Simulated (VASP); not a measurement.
# Si12F in VASP: single point with PBE+D3(BJ)

Aim: the single point of Si12F with PBE+D3(BJ).

All numbers are computed with VASP 6.6.1; they aren't measurements. Logs are shortened: lines on timing, memory, paths and dates and some standing lists are left out, and cuts for length are marked.

### Step 1. The cell of the first run

The cell holds a slab with vacuum, 13 atoms: a = 7.667 Å, b = 5.422 Å, c = 20.688 Å, α = 90.00°, β = 90.00°, γ = 90.00°.

### Step 2. Single point, PBE+D3(BJ), collinear spin

INCAR

```
SYSTEM = Si12F
  ALGO = Normal
  DIPOL = 0.5 0.5 0.301
  EDIFF = 1E-6
  ENCUT = 520
  GGA = PE
  GGA_COMPAT = .FALSE.
  IDIPOL = 3
  ISIF = 2
  ISMEAR = 0
  ISPIN = 2
  IVDW = 12
  LASPH = .TRUE.
  LCHARG = .TRUE.
  LDIPOL = .TRUE.
  LELF = .TRUE.
  LORBIT = 11
  LREAL = .FALSE.
  LVACPOTAV = .TRUE.
  LVHAR = .TRUE.
  LWAVE = .FALSE.
  MAGMOM = 0 0 0 0 0 0 0 0 0 0 0 0 1
  NBANDS = 44
  NELM = 200
  NELMDL = -8
  PREC = Accurate
  SIGMA = 0.05
```

KPOINTS

```
k-points
0
G
  4 5 1
  0 0 0
```

POSCAR

```
Si12F
1.0
    7.6671881066      0.0000000000      0.0000000000
    0.0000000000      5.4215207028      0.0000000000
    0.0000000000      0.0000000000     20.6877892746
Si F
12 1
Direct
    0.2500000000      0.0000000000      0.1933507707
    0.7500000000      0.0000000000      0.1933507707
    0.0000000000      0.2500000000      0.1933507707
    0.5000000000      0.2500000000      0.1933507707
    0.0000000000      0.5038916242      0.2835650177
    0.5000000000      0.5038916242      0.2835650177
    0.2500000000      0.7461083758      0.2835650177
    0.7500000000      0.7461083758      0.2835650177
    0.2500000000      0.0085912032      0.3716099953
    0.7500000000      0.0085912032      0.3716099953
    0.0000000000      0.2414087968      0.3716099953
    0.5000000000      0.2414087968      0.3716099953
    0.2500000000      0.3419245365      0.5166230733
```

Potentials or basis: VASP PAW PBE potentials, release 64 (Si, F).

On the command line:

```sh
cat potpaw_PBE.64/Si/POTCAR potpaw_PBE.64/F/POTCAR > POTCAR
mpirun -np 1 vasp_std > vasp.out
```

OUTCAR:

```text
SYSTEM = Si12F
   EDIFF = 1E-6
   ENCUT = 520
   GGA = PE
   ISIF = 2
   ISMEAR = 0
   ISPIN = 2
   IVDW = 12
   LASPH = .TRUE.
   LORBIT = 11
   LREAL = .FALSE.
   NELM = 200
   NELMDL = -8
   PREC = Accurate
 IVDW          = 12

 ion  position               nearest neighbor table
   1  0.250  0.000  0.193-   7 2.32   4 2.35   3 2.35
   2  0.750  0.000  0.193-   8 2.32   4 2.35   3 2.35
   3  0.000  0.250  0.193-   5 2.32   2 2.35   1 2.35
   4  0.500  0.250  0.193-   6 2.32   2 2.35   1 2.35
   5  0.000  0.504  0.284-  11 2.31   3 2.32   8 2.32   7 2.32
   6  0.500  0.504  0.284-  12 2.31   4 2.32   8 2.32   7 2.32
   7  0.250  0.746  0.284-   9 2.31   1 2.32   6 2.32   5 2.32
   8  0.750  0.746  0.284-  10 2.31   2 2.32   6 2.32   5 2.32
   9  0.250  0.009  0.372-  11 2.30  12 2.30   7 2.31
  10  0.750  0.009  0.372-  11 2.30  12 2.30   8 2.31
  11  0.000  0.241  0.372-   9 2.30  10 2.30   5 2.31
  12  0.500  0.241  0.372-   9 2.30  10 2.30   6 2.31
  13  0.250  0.342  0.517-

  LATTYP: Found a simple orthorhombic cell.
 ALAT       =     5.4215207028
 B/A-ratio  =     1.4142135624
 C/A-ratio  =     3.8158646639

  Lattice vectors:

 A1 = (   0.0000000000,  -5.4215207028,   0.0000000000)
 A2 = (   7.6671881066,   0.0000000000,   0.0000000000)
 A3 = (   0.0000000000,   0.0000000000,  20.6877892746)

Analysis of symmetry for initial positions (statically):
=====================================================================
 Subroutine PRICEL returns:
 Original cell was already a primitive cell.

 Routine SETGRP: Setting up the symmetry group for a
 simple orthorhombic supercell.

 Subroutine GETGRP returns: Found  2 space group operations
 (whereof  1 operations were pure point group operations)
 out of a pool of  8 trial point group operations.

The static configuration has the point symmetry C_1 .
 The point group associated with its full space group is C_1h.

Analysis of symmetry for dynamics (positions and initial velocities):
=====================================================================
 Subroutine PRICEL returns:
 Original cell was already a primitive cell.

 Routine SETGRP: Setting up the symmetry group for a
 simple orthorhombic supercell.

 Subroutine GETGRP returns: Found  2 space group operations
 (whereof  1 operations were pure point group operations)
 out of a pool of  8 trial point group operations.

The dynamic configuration has the point symmetry C_1 .
 The point group associated with its full space group is C_1h.

[... 190 lines left out ...]
      6     -11.0265      1.00000
[... 367 lines left out ...]
     38       0.6642      0.00000
     39       1.5562      0.00000
 Fermi energy:        -2.9065267226

 spin component 2

 k-point     1 :       0.0000    0.0000    0.0000
  band No.  band energies     occupation
      1     -21.6699      1.00000
      2     -14.3610      1.00000
      3     -12.4973      1.00000
      4     -12.2811      1.00000
      5     -12.2752      1.00000
      6     -11.0359      1.00000
[... 367 lines left out ...]
     38       0.6571      0.00000
     39       1.5456      0.00000
 [bands above 39 left out]

------------------------ aborting loop because EDIFF is reached ----------------------------------------

 Edisp (eV)   -3.07836

 E8    (eV) :    -1.3355

  FORCE on cell =-STRESS in cart. coord.  units (eV):
  Direction    XX          YY          ZZ          XY          YZ          ZX
  --------------------------------------------------------------------------------------
  -------------------------------------------------------------------------------------
  Total       0.71884     0.92277    -2.93965     0.00000    -1.09562     0.00000
  in kB       1.33928     1.71922    -5.47690     0.00000    -2.04126     0.00000
  external pressure =       -0.81 kB  Pullay stress =        0.00 kB

 VOLUME and BASIS-vectors are now :
 -----------------------------------------------------------------------------
  energy-cutoff  :      520.00
  volume of cell :      859.95
      direct lattice vectors                 reciprocal lattice vectors
     7.667188107  0.000000000  0.000000000     0.130425912  0.000000000  0.000000000
     0.000000000  5.421520703  0.000000000     0.000000000  0.184450093  0.000000000
     0.000000000  0.000000000 20.687789275     0.000000000  0.000000000  0.048337693

 POSITION                                       TOTAL-FORCE (eV/Angst)
 -----------------------------------------------------------------------------------
      1.91680      0.00000      4.00000         0.000000      0.480266      0.029968
      5.75039      0.00000      4.00000         0.000000      0.532603     -0.056456
      0.00000      1.35538      4.00000        -0.062886     -0.462495     -0.047048
      3.83359      1.35538      4.00000         0.062886     -0.462495     -0.047048
      0.00000      2.73186      5.86633         0.009146     -0.044335     -0.036558
      3.83359      2.73186      5.86633        -0.009146     -0.044335     -0.036558
      1.91680      4.04504      5.86633         0.000000      0.031457      0.058993
      5.75039      4.04504      5.86633         0.000000      0.121040      0.034721
      1.91680      0.04658      7.68779         0.000000      0.140879      0.334960
      5.75039      0.04658      7.68779         0.000000     -0.040729      0.198059
      0.00000      1.30880      7.68779         0.186030     -0.017020      0.336871
      3.83359      1.30880      7.68779        -0.186030     -0.017020      0.336871
      1.91680      1.85375     10.68779         0.000000     -0.217818     -1.106777
 -----------------------------------------------------------------------------------
    total drift:                               -0.000000      0.000498      0.000076

  FREE ENERGIE OF THE ION-ELECTRON SYSTEM (eV)
  ---------------------------------------------------
  free  energy   TOTEN  =       -61.8379552319 eV

  energy  without entropy=      -61.8247376108  energy(sigma->0) =      -61.83134642

 vacuum level on the upper side and lower side of the slab         5.308         1.921

 total charge

# of ion       s       p       d       tot
------------------------------------------
    1        0.811   0.832   0.000   1.643
    2        0.808   0.835   0.000   1.643
    3        0.808   0.837   0.000   1.645
    4        0.808   0.837   0.000   1.645
    5        0.780   0.920   0.000   1.701
    6        0.780   0.920   0.000   1.701
    7        0.780   0.922   0.000   1.702
    8        0.781   0.917   0.000   1.698
    9        0.808   0.838   0.000   1.646
   10        0.806   0.856   0.000   1.662
   11        0.809   0.838   0.000   1.647
   12        0.809   0.838   0.000   1.647
   13        1.746   4.156   0.000   5.902
--------------------------------------------------
tot         11.333  14.548   0.000  25.881

 magnetization (x)

# of ion       s       p       d       tot
------------------------------------------
    1       -0.001  -0.009   0.000  -0.010
    2       -0.002  -0.014   0.000  -0.017
    3       -0.001  -0.005   0.000  -0.006
    4       -0.001  -0.005   0.000  -0.006
    5       -0.000  -0.002   0.000  -0.002
    6       -0.000  -0.002   0.000  -0.002
    7       -0.000  -0.001   0.000  -0.001
    8       -0.000  -0.002   0.000  -0.003
    9        0.000  -0.002   0.000  -0.002
   10        0.001   0.006   0.000   0.007
   11       -0.001  -0.004   0.000  -0.005
   12       -0.001  -0.004   0.000  -0.005
   13        0.000   0.010   0.000   0.011
--------------------------------------------------
tot         -0.006  -0.034   0.000  -0.040
```

OSZICAR:

```text
N       E                     dE             d eps       ncg     rms          rms(c)
DAV:   1     0.310436322465E+03    0.31044E+03   -0.16923E+04  1584   0.884E+02
DAV:   2    -0.173163768229E+02   -0.32775E+03   -0.31553E+03  2288   0.170E+02
DAV:   3    -0.616281188989E+02   -0.44312E+02   -0.43412E+02  1884   0.604E+01
[... 12 lines left out ...]
DAV:  96    -0.587596109785E+02   -0.22975E-04   -0.20923E-05  1856   0.185E-02    0.797E-03
DAV:  97    -0.587596122786E+02   -0.13002E-05   -0.26767E-06  1540   0.526E-03    0.772E-03
DAV:  98    -0.587596059406E+02    0.63380E-05   -0.15925E-06  1248   0.456E-03    0.833E-03
DAV:  99    -0.587595905946E+02    0.15346E-04   -0.14048E-05  1760   0.969E-03    0.103E-02
DAV: 100    -0.587595968769E+02   -0.62823E-05   -0.94308E-07  1536   0.562E-03    0.101E-02
DAV: 101    -0.587595974646E+02   -0.58773E-06   -0.19623E-07  1248   0.175E-03
   1 F= -.61837955E+02 E0= -.61831346E+02  d E =-.132176E-01  mag=    -0.1263
```

stdout:

```text
POSCAR found type information on POSCAR SiF
 POSCAR found :  2 types and      13 ions
 scaLAPACK will be used
 LDA part: xc-table for (Slater+PW92), standard interpolation
 POSCAR, INCAR and KPOINTS ok, starting setup
 FFT: planning ... GRIDC
 FFT: planning ... GRID_SOFT
 FFT: planning ... GRID
 WAVECAR not read
 entering main loop
 -----------------------------------------------------------------------------
|                                                                             |
|           W    W    AA    RRRRR   N    N  II  N    N   GGGG   !!!           |
|           W    W   A  A   R    R  NN   N  II  NN   N  G    G  !!!           |
|           W    W  A    A  R    R  N N  N  II  N N  N  G       !!!           |
|           W WW W  AAAAAA  RRRRR   N  N N  II  N  N N  G  GGG   !            |
|           WW  WW  A    A  R   R   N   NN  II  N   NN  G    G                |
|           W    W  A    A  R    R  N    N  II  N    N   GGGG   !!!           |
|                                                                             |
|     Did not find any points to average over, which means that no vacuum     |
|     field-free region was found. Please increase the size of  your cell     |
|     in the dimension of the dipole correction to obtain accurate            |
|     workfunction values.                                                    |
|                                                                             |
 -----------------------------------------------------------------------------
```

Run time: 52 min. Hardware: 1 thread of Intel Xeon 6975P-C (Granite Rapids), shared host; peak memory 1.4 GiB.

Results:

```
Free energy                                           : -61.8380 eV
Largest force                                         : 1.128 eV/Å
Net moment                                            : -0.13 μB per cell
Valence electrons inside the program's atomic spheres : Si 1.64, 1.65, 1.70, 1.66 (each value once); F 5.90
Dispersion energy per atom                            : -0.237 eV
```

Forces in eV/Å, atoms in the order of the input:
```
Si   0.000  0.480  0.030
Si   0.000  0.533 -0.056
Si  -0.063 -0.462 -0.047
Si   0.063 -0.462 -0.047
Si   0.009 -0.044 -0.037
Si  -0.009 -0.044 -0.037
Si   0.000  0.031  0.059
Si   0.000  0.121  0.035
Si   0.000  0.141  0.335
Si   0.000 -0.041  0.198
Si   0.186 -0.017  0.337
Si  -0.186 -0.017  0.337
F    0.000 -0.218 -1.107
```

Levels at points of the mesh, in eV from the Fermi level:
Spin up:
```tsv
k point	band 24	band 25	band 26	band 27	band 28	band 29	band 30	band 31	band 32	band 33
(0.00, 0.00, 0.00)	-0.39	-0.32	-0.23	-0.17	-0.09	0.31	0.61	0.65	1.17	2.08
(0.50, 0.00, 0.00)	-0.52	-0.29	-0.12	-0.11	-0.02	0.04	0.08	1.69	1.71	2.71
```
Spin down:
```tsv
k point	band 25	band 26	band 27	band 28	band 29	band 30	band 31	band 32
(0.00, 0.00, 0.00)	-0.33	-0.26	-0.14	-0.09	0.30	0.59	0.63	1.16
(0.50, 0.00, 0.00)	-0.37	-0.13	-0.11	-0.03	-0.03	0.12	1.68	1.69
```
